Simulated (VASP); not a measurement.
# C (P6_3/m) in VASP: single point with PBE

Aim: the single point of C with PBE.

All numbers are computed with VASP 6.6.1; they aren't measurements. Logs are shortened: lines on timing, memory, paths and dates and some standing lists are left out, and cuts for length are marked.

**1. The cell of the first run**

The structure is hexagonal, space group P6_3/m (No. 176). Conventional cell: a = 4.724 Å, b = 4.724 Å, c = 2.935 Å, α = 90.00°, β = 90.00°, γ = 120.00°. C (site symmetry m) has 13 C at 1.81 to 2.21 Å within 2.4 Å. Within 2.4 Å of C (site symmetry -6) lie 9 C at 1.84 to 1.95 Å. C (site symmetry -3) has 8 C at 1.47 to 1.81 Å within 2.0 Å.

**2. Single point, PBE**

Contents of INCAR:

```
SYSTEM = C
PREC = Accurate
ENCUT = 520
EDIFF = 1E-7
ISMEAR = 0
SIGMA = 0.1
LREAL = .FALSE.
LASPH = .TRUE.
NELM = 100
ALGO = Normal
ISIF = 2
LWAVE = .FALSE.
LCHARG = .TRUE.
GGA = PE
LELF = .TRUE.
LVHAR = .TRUE.
NBANDS = 31
```

Contents of KPOINTS:

```
regular mesh
0
G
  6 6 6
  0 0 0
```

Contents of POSCAR:

```
C
1.0
    4.7236937000      0.0000000000      0.0000000000
   -2.3618468500      4.0908387400      0.0000000000
    0.0000000000      0.0000000000      2.9353966100
C
10
Direct
    0.3048500100      0.9218300000      0.7500000000
    0.6951499900      0.0781700000      0.2500000000
    0.6169799900      0.6951499900      0.7500000000
    0.3830200100      0.3048500100      0.2500000000
    0.0781700000      0.3830200100      0.7500000000
    0.9218300000      0.6169799900      0.2500000000
    0.6666666700      0.3333333300      0.7500000000
    0.3333333300      0.6666666700      0.2500000000
    0.0000000000      0.0000000000      0.0000000000
    0.0000000000      0.0000000000      0.5000000000
```

Potentials or basis: VASP PAW PBE potentials, release 64 (C).

Command:

```
$ cat potpaw_PBE.64/C/POTCAR > POTCAR
$ mpirun -np 1 vasp_std > vasp.out
```

OUTCAR:

```text
SYSTEM = C
   PREC = Accurate
   ENCUT = 520
   EDIFF = 1E-7
   ISMEAR = 0
   LREAL = .FALSE.
   LASPH = .TRUE.
   NELM = 100
   ISIF = 2
   GGA = PE

 ion  position               nearest neighbor table
   1  0.305  0.922  0.750-   9 1.81  10 1.81   7 1.84   8 1.95   8 1.95
   2  0.695  0.078  0.250-   9 1.81  10 1.81   8 1.84   7 1.95   7 1.95
   3  0.617  0.695  0.750-   9 1.81  10 1.81   7 1.84   8 1.95   8 1.95
   4  0.383  0.305  0.250-   9 1.81  10 1.81   8 1.84   7 1.95   7 1.95
   5  0.078  0.383  0.750-   9 1.81  10 1.81   7 1.84   8 1.95   8 1.95
   6  0.922  0.617  0.250-   9 1.81  10 1.81   8 1.84   7 1.95   7 1.95
   7  0.667  0.333  0.750-   5 1.84   1 1.84   3 1.84   2 1.95   2 1.95   6 1.95   6 1.95   4 1.95
                             4 1.95
   8  0.333  0.667  0.250-   6 1.84   2 1.84   4 1.84   1 1.95   1 1.95   5 1.95   5 1.95   3 1.95
                             3 1.95
   9  0.000  0.000  0.000-  10 1.47  10 1.47   5 1.81   6 1.81   3 1.81   4 1.81   1 1.81   2 1.81

  10  0.000  0.000  0.500-   9 1.47   9 1.47   5 1.81   6 1.81   3 1.81   4 1.81   1 1.81   2 1.81

  LATTYP: Found a hexagonal cell.
 ALAT       =     4.7236937000
 C/A-ratio  =     0.6214197610

  Lattice vectors:

 A1 = (   4.7236937000,   0.0000000000,   0.0000000000)
 A2 = (  -2.3618468500,   4.0908387400,   0.0000000000)
 A3 = (   0.0000000000,   0.0000000000,   2.9353966100)

Analysis of symmetry for initial positions (statically):
=====================================================================
 Subroutine PRICEL returns:
 Original cell was already a primitive cell.

 Routine SETGRP: Setting up the symmetry group for a
 hexagonal supercell.

 Subroutine GETGRP returns: Found 12 space group operations
 (whereof  6 operations were pure point group operations)
 out of a pool of 24 trial point group operations.

The static configuration has the point symmetry S_6 .
 The point group associated with its full space group is C_6h.

Analysis of symmetry for dynamics (positions and initial velocities):
=====================================================================
 Subroutine PRICEL returns:
 Original cell was already a primitive cell.

 Routine SETGRP: Setting up the symmetry group for a
 hexagonal supercell.

 Subroutine GETGRP returns: Found 12 space group operations
 (whereof  6 operations were pure point group operations)
 out of a pool of 24 trial point group operations.

The dynamic configuration has the point symmetry S_6 .
 The point group associated with its full space group is C_6h.

 Subroutine INISYM returns: Found 12 space group operations
 (whereof  6 operations are pure point group operations),
 and found     1 'primitive' translations

----------------------------------------------------------------------------------------

                                     Primitive cell

  volume of cell :      56.7232

  direct lattice vectors                    reciprocal lattice vectors
     4.723693700  0.000000000  0.000000000     0.211698739  0.122224324  0.000000000
    -2.361846850  4.090838740  0.000000000     0.000000000  0.244448648  0.000000000
     0.000000000  0.000000000  2.935396610     0.000000000  0.000000000  0.340669467

  length of vectors
     4.723693700  4.723693697  2.935396610     0.244448648  0.244448648  0.340669467

  position of ions in fractional coordinates (direct lattice)
     0.304850010  0.921830000  0.750000000
     0.695149990  0.078170000  0.250000000
     0.616979990  0.695149990  0.750000000
     0.383020010  0.304850010  0.250000000
     0.078170000  0.383020010  0.750000000
     0.921830000  0.616979990  0.250000000
     0.666666670  0.333333330  0.750000000
     0.333333330  0.666666670  0.250000000
     0.000000000  0.000000000  0.000000000
     0.000000000  0.000000000  0.500000000

  ion indices of the primitive-cell ions
   primitive index   ion index
                 1           1
                 2           2
                 3           3
                 4           4
                 5           5
                 6           6
                 7           7
                 8           8
                 9           9
                10          10

----------------------------------------------------------------------------------------

 KPOINTS: regular mesh

Automatic generation of k-mesh.
 Grid dimensions read from file:
 generate k-points for:    6    6    6

 Generating k-lattice:

  Cartesian coordinates                     Fractional coordinates (reciprocal lattice)
     0.035283123  0.020370721  0.000000000     0.166666667  0.000000000  0.000000000
     0.000000000  0.040741441  0.000000000     0.000000000  0.166666667  0.000000000
     0.000000000  0.000000000  0.056778245     0.000000000  0.000000000  0.166666667

  Length of vectors
     0.040741441  0.040741441  0.056778245

  Shift w.r.t. Gamma in fractional coordinates (k-lattice)
     0.000000000  0.000000000  0.000000000

 Subroutine IBZKPT returns following result:
 ===========================================

 Found     32 irreducible k-points:

 Following reciprocal coordinates:
            Coordinates               Weight
  0.000000  0.000000  0.000000      1.000000
  0.166667 -0.000000  0.000000      6.000000
  0.333333  0.000000  0.000000      6.000000
  0.500000 -0.000000  0.000000      3.000000
  0.166667  0.166667  0.000000      6.000000
  0.333333  0.166667  0.000000      6.000000
[... 16 lines left out ...]
 -0.333333  0.500000 -0.333333     12.000000
  0.333333  0.333333  0.333333      4.000000
 [... further k-points ...]
   k-points           NKPTS =     32   k-points in BZ     NKDIM =     32   number of bands    NBANDS=     31
   number of dos      NEDOS =    301   number of ions     NIONS =     10
   total plane-waves  NPLWV =  31104
   dimension x,y,z NGX =    36 NGY =   36 NGZ =   24
   dimension x,y,z NGXF=    72 NGYF=   72 NGZF=   48
   ions per type =              10
   NGX,Y,Z   is equivalent  to a cutoff of  12.67, 12.67, 13.59 a.u.
   NGXF,Y,Z  is equivalent  to a cutoff of  25.34, 25.34, 27.18 a.u.
 SYSTEM =  C
   PREC   = accura    normal or accurate (medium, high low for compatibility)
   ISTART =      0    job   : 0-new  1-cont  2-samecut
   ICHARG =      2    charge: 1-file 2-atom 10-const
   ISPIN  =      1    spin polarized calculation?
   LNONCOLLINEAR =      F non collinear calculations
   LSORBIT =      F    spin-orbit coupling
   LASPH  =      T    aspherical Exc in radial PAW
   ENCUT  =  520.0 eV  38.22 Ry    6.18 a.u.   8.78  8.78  5.46*2*pi/ulx,y,z
   NELM   =    100;   NELMIN=  2; NELMDL= -5     # of ELM steps
   EDIFF  = 0.1E-06   stopping-criterion for ELM
   LREAL  =      F    real-space projection
   EDIFFG = 0.1E-05   stopping-criterion for IOM
   NSW    =      0    number of steps for IOM
   IBRION =     -1    ionic relax: 0-MD 1-quasi-New 2-CG
   NFREE  =      0    steps in history (QN), initial steepest desc. (CG)
   ISIF   =      2    stress and relaxation
   ISYM   =      2    0-nonsym 1-usesym 2-fastsym
   POTIM  = 0.5000    time-step for ionic-motion
   TEBEG  =    0.0;   TEEND  =   0.0 temperature during run
   PSTRESS=    0.0 pullay stress
   NELECT =      40.0000    total number of electrons
   NUPDOWN=      -1.0000    fix difference up-down
   EMIN   =  10.00;   EMAX   =-10.00  energy-range for DOS
   EFERMI =   0.00;   METHOD = LEGACY
   ISMEAR =     0;   SIGMA  =   0.10  broadening in eV -4-tet -1-fermi 0-gaus
   EFERMI_NEDOS =   21; number of points for ismear=-14 and -15
   IALGO  =     38    algorithm
   IMIX   =      4    mixing-type and parameters
     AMIX     =   0.40;   BMIX     =  1.00
     AMIX_MAG =   1.60;   BMIX_MAG =  1.00
  volume/ion in A,a.u.               =       5.67        38.28
  Fermi-wavevector in a.u.,A,eV,Ry     =   1.457162  2.753637 28.889542  2.123321
  Thomas-Fermi vector in A             =   2.573996
   LORBIT       =      0    0 simple, 1 ext, 2 COOP (PROOUT), +10 PAW based schemes
   GGA     = PE    functional components
   LHFCALC =     F    Hartree Fock is set to
   AEXX    =    0.0000 exact exchange contribution
   IVDW    =     0    specifies the selected vdW correction
   LEPSILON=     F    determine dielectric tensor
   LRPA    =     F    only Hartree local field effects (RPA)
 non-spin polarized calculation
 Gauss-broadening in eV      SIGMA  =   0.10
  energy-cutoff  :      520.00
  volume of cell :       56.72
 maximum number of plane-waves:      1546
   NGX = 17   NGY = 17   NGZ = 11

 number of electron      40.0000002 magnetization

 Free energy of the ion-electron system (eV)
  ---------------------------------------------------
  ext. energy  EPLUGINS =         0.00000000
  ---------------------------------------------------
  free energy    TOTEN  =       -50.32584166 eV

  energy without entropy =      -50.31018473  energy(sigma->0) =      -50.31801319

 E-fermi :  11.4271     XC(G=0): -13.7945

 val. band max:       11.4099317201   @ k =   0.3333   0.1667   0.1667
 cond. band min:      11.4443188052   @ k =   0.0000   0.0000   0.1667
 fundamental gap:      0.0343870851
 Fermi energy:        11.4270937395

 k-point     1 :       0.0000    0.0000    0.0000
  band No.  band energies     occupation
      1     -11.9336      2.00000
      2      -6.2090      2.00000
      3      -4.3406      2.00000
      4      -4.3406      2.00000
      5      -3.6487      2.00000
      6      -2.7673      2.00000
[... 23 lines left out ...]
     30      17.9027      0.00000
     31      17.9292      0.00000

 k-point     2 :       0.1667   -0.0000    0.0000
  band No.  band energies     occupation
      1     -11.7782      2.00000
      2      -7.0020      2.00000
      3      -4.9333      2.00000
      4      -4.7805      2.00000
      5      -3.3083      2.00000
      6      -1.9807      2.00000
[... 740 lines left out ...]
 k-point    24 :       0.3333    0.3333    0.3333
  band No.  band energies     occupation
      1      -9.5017      2.00000
      2      -6.5866      2.00000
      3      -6.5866      2.00000
      4      -5.4485      2.00000
      5      -1.9464      2.00000
      6      -1.9464      2.00000
[... 23 lines left out ...]
     30      17.9060      0.00000
     31      17.9060      0.00000

 [... further k-points ...]

------------------------ aborting loop because EDIFF is reached ----------------------------------------

  FORCE on cell =-STRESS in cart. coord.  units (eV):
  Direction    XX          YY          ZZ          XY          YZ          ZX
  --------------------------------------------------------------------------------------
  -------------------------------------------------------------------------------------
  Total       12.6559569     12.6559569     27.1274138     -0.0000001      0.0000000      0.0000000
  in kB      357.4741925    357.4741918    766.2281399     -0.0000023      0.0000000      0.0000000
  external PRESSURE =     493.7255081 kB  Pullay stress =       0.0000000 kB

 VOLUME and BASIS-vectors are now :
 -----------------------------------------------------------------------------
  energy-cutoff  :      520.00
  volume of cell :       56.72
      direct lattice vectors                 reciprocal lattice vectors
     4.723693700  0.000000000  0.000000000     0.211698739  0.122224324  0.000000000
    -2.361846850  4.090838740  0.000000000     0.000000000  0.244448648  0.000000000
     0.000000000  0.000000000  2.935396610     0.000000000  0.000000000  0.340669467

 POSITION                                       TOTAL-FORCE (eV/Angst)
 -----------------------------------------------------------------------------------
     -0.73720      3.77106      2.20155        -0.713095      1.647444     -0.000000
      3.09905      0.31978      0.73385         0.713095     -1.647444     -0.000000
      1.27259      2.84375      2.20155         1.783277     -0.206163      0.000000
      1.08926      1.24709      0.73385        -1.783277      0.206163     -0.000000
     -0.53538      1.56687      2.20155        -1.070181     -1.441281     -0.000000
      2.89723      2.52397      0.73385         1.070181      1.441281      0.000000
      2.36185      1.36361      2.20155        -0.000000      0.000000      0.000000
     -0.00000      2.72723      0.73385        -0.000000      0.000000      0.000000
      0.00000      0.00000      0.00000         0.000000      0.000000      0.000000
      0.00000      0.00000      1.46770         0.000000      0.000000      0.000000
 -----------------------------------------------------------------------------------
    total drift:                                0.000000      0.000000      0.000000

  FREE ENERGIE OF THE ION-ELECTRON SYSTEM (eV)
  ---------------------------------------------------
  free  energy   TOTEN  =       -50.3258416577 eV

  energy  without entropy=      -50.3101847308  energy(sigma->0) =      -50.31801319
```

It took 55 s on 1 thread of Intel Xeon Platinum 8259CL at 2.50GHz (Skylake/Cascade Lake), shared host; peak memory 0.18 GiB.

Results:

```
Free energy            : -50.3258 eV
Pressure               : 49.4 GPa
Largest force          : 1.795 eV/Å
Band gap on the k mesh : zero (band 20 reaches 12.80 eV, above the bottom of band 21 at 10.23 eV)
```

Forces on the atoms (eV/Å):
```
C   -0.713  1.647  0.000
C    0.713 -1.647  0.000
C    1.783 -0.206  0.000
C   -1.783  0.206  0.000
C   -1.070 -1.441  0.000
C    1.070  1.441  0.000
C    0.000  0.000  0.000
C    0.000  0.000  0.000
C    0.000  0.000  0.000
C    0.000  0.000  0.000
```

Stress tensor (GPa, compression positive):
```
35.75  0.00  0.00
 0.00 35.75  0.00
 0.00  0.00 76.62
```

Levels at points of the mesh, in eV from the Fermi level:
```
           k point  band 16  band 17  band 18  band 19  band 20  band 21  band 22  band 23  band 24  band 25
(0.00, 0.00, 0.00)    -2.40    -2.40    -1.33    -1.08    -1.08    -0.90    -0.79    -0.79     0.08     0.16
(0.50, 0.00, 0.00)    -3.87    -3.44    -1.27    -0.80    -0.32     0.63     0.77     1.50     1.78     2.32
(0.00, 0.00, 0.50)    -0.88    -0.88    -0.88     0.87     0.87     2.12     2.12     2.83     2.83     2.83
(0.50, 0.00, 0.50)    -4.58    -3.78    -3.78    -1.62    -1.62     1.49     1.49     2.87     2.87     3.15
```

Caveat: forces of over 1 eV/Å act on the atoms, so gaps and moduli don't describe the material at rest.
